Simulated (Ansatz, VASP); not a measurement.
# Ru in VASP and in Ansatz

Contents of INCAR:

```
SYSTEM = Ru
ALGO = Normal ; EDIFF = 1E-6
EDIFFG = -0.04 ; ENCUT = 600
GGA = PE ; IBRION = 2
ISIF = 3 ; ISMEAR = 0
LASPH = .True. ; LCHARG = .False.
LREAL = .False. ; LWAVE = .False.
NELM = 100 ; NSW = 90
PREC = Accurate ; SIGMA = 0.1
```

File KPOINTS:

```
k-points
0
Gamma
  8 8 8
  0 0 0
```

Contents of POSCAR:

```
Ru
1.0
    2.4209327485      0.0000000000      0.0000000000
    0.0000000000      2.4209327485      0.0000000000
    0.0000000000      0.0000000000      2.4209327485
Ru
1
Direct
    0.0000000000      0.0000000000      0.0000000000
```

Input for Ansatz:

```yaml
crystal:
  lattice:
    - [2.4209327485, 0.0, 0.0]
    - [0.0, 2.4209327485, 0.0]
    - [0.0, 0.0, 2.4209327485]
  atoms:
    - { symbol: Ru, position: [0.0, 0.0, 0.0] }
basis:
  ecutwfc: 420
kpoints:
  mp_grid: { grid: [8, 8, 8] }
hamiltonian:
  xc: pbe
scf:
  occupations: { method: gaussian, width: 0.1 }
  lower_state_search: "off"
output:
  forces: true
  stress: true
  eigenvalues: true
relax:
  adjacent_minimum: "off"
  f_tol: 0.04
  max_steps: 70
  cell: { stress_tol: 0.4 }
```

Alike in both runs: task relaxation of cell and atoms; functional PBE; k mesh 8 × 8 × 8; occupations gaussian, width 0.1 eV; no spin polarisation.

```csv
,VASP,Ansatz
version,VASP 6.6.1,Ansatz 0.2.0
potentials or method,"VASP PAW PBE potentials, release 64 (Ru_pv), cutoff 600 eV","scalar-relativistic, plane waves, PAW"
valence electrons in the cell,14,16
```

|  | VASP | Ansatz | Ansatz less VASP |
| --- | --- | --- | --- |
| gap on the k mesh at the Fermi level, each at its own relaxed structure (eV) | none | none | - |
| relaxed volume (Å³/atom) | 15.82 | 15.81 | -0.003 |
| relaxed length of the cell vector where the two differ most in proportion (Å) | 2.510 | 2.510 | -0.0002 |

A gap of «none» marks a metal or a gap that the smearing closes. VASP's potentials hold 14 valence electrons a cell and Ansatz's 16, so a difference there can come from the potentials and not from the codes.
